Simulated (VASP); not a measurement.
Al2O: relaxation of cell and atoms with PBE

Al2O:

```xyz
3
Lattice="-1.3814 1.3814 4.7800 1.3814 -1.3814 4.7800 1.3814 1.3814 -4.7800" Properties=species:S:1:pos:R:3 pbc="T T T"
Al    0.0000    0.0000    3.4247
Al    0.0000    0.0000    6.1353
O     0.0000    0.0000    0.0000
```

| Item | Value |
| --- | --- |
| Program | VASP 6.6.1 |
| Task | relaxation of cell and atoms |
| Functional | PBE |
| Potentials or basis | VASP PAW PBE potentials, release 64 (Al, O) |
| Cutoff | 600 eV |
| k mesh | 8 × 8 × 8 |
| Occupations | gaussian, width 0.1 eV |
| Spin | no spin polarisation |
| Dipole correction | no |
| Further INCAR settings | ALGO = Normal; EDIFF = 1e-07; IBRION = 2; EDIFFG = -0.04; NSW = 90; ISIF = 3 |

```yaml
Relaxed_volume: 12.18 Å³/atom
Relaxed_cell: a = 5.019 Å, b = 5.019 Å, c = 5.019 Å, α = 147.41°, β = 147.41°, γ = 46.76°
Space_group_after_relaxing_to_0.05_Å: I4/mmm (No. 139)
Energy_gained_by_relaxing: 24.6 meV/atom
Ionic_steps: 4
Pressure_after_relaxing: 0.3 GPa
Largest_force_after_relaxing: 0.025 eV/Å
Band_gap_on_the_k_mesh: zero (band 6 reaches 9.78 eV, above the bottom of band 7 at 7.54 eV)
```

Forces in eV/Å, atoms in the order of the input:
```
Al   0.000  0.000 -0.025
Al   0.000  0.000  0.025
O    0.000  0.000  0.000
```

The path:
| step | energy change (eV) | largest force (eV/Å) | pressure (GPa) | volume (Å³) |
| --- | --- | --- | --- | --- |
| 1 | 0.0000 | 0.6859 | 1.75 | 36.49 |
| 2 | -0.0614 | 0.1792 | -1.30 | 37.18 |
| 3 | -0.0661 | 0.0144 | -2.13 | 37.40 |
| 4 | -0.0738 | 0.0251 | 0.28 | 36.55 |

Final structure:
```
Al O
1.0
    -1.40832    1.40832    4.60663
     1.40832   -1.40832    4.60663
     1.40832    1.40832   -4.60663
Al O
2 1
Direct
  0.35305 0.35305 0.00000
  0.64694 0.64694 0.00000
  0.00000 0.00000 0.00000
```

Levels at points of the mesh, in eV from the Fermi level:
```tsv
k point	band 2	band 3	band 4	band 5	band 6	band 7	band 8	band 9	band 10
(0.00, 0.00, 0.00)	-9.43	-7.83	-4.08	-4.08	-0.80	1.99	6.22	6.57	6.57
(0.50, 0.00, 0.00)	-9.26	-6.89	-5.36	-3.57	-2.66	0.71	3.16	6.17	6.27
(0.50, 0.50, 0.00)	-7.25	-7.03	-5.20	-2.11	-1.93	-0.68	0.97	1.35	2.96
(0.50, 0.50, 0.50)	-10.98	-4.10	-4.10	-3.81	-3.74	3.60	5.13	7.11	7.16
```

Run time: 2.1 min on 1 thread of Intel(R) Xeon(R) Platinum 8375C CPU @ 2.90GHz (Ice Lake), on a shared host, peak memory 0.27 GiB.

Caveat: the k points lie up to 0.39 Å⁻¹ apart in the final cell.
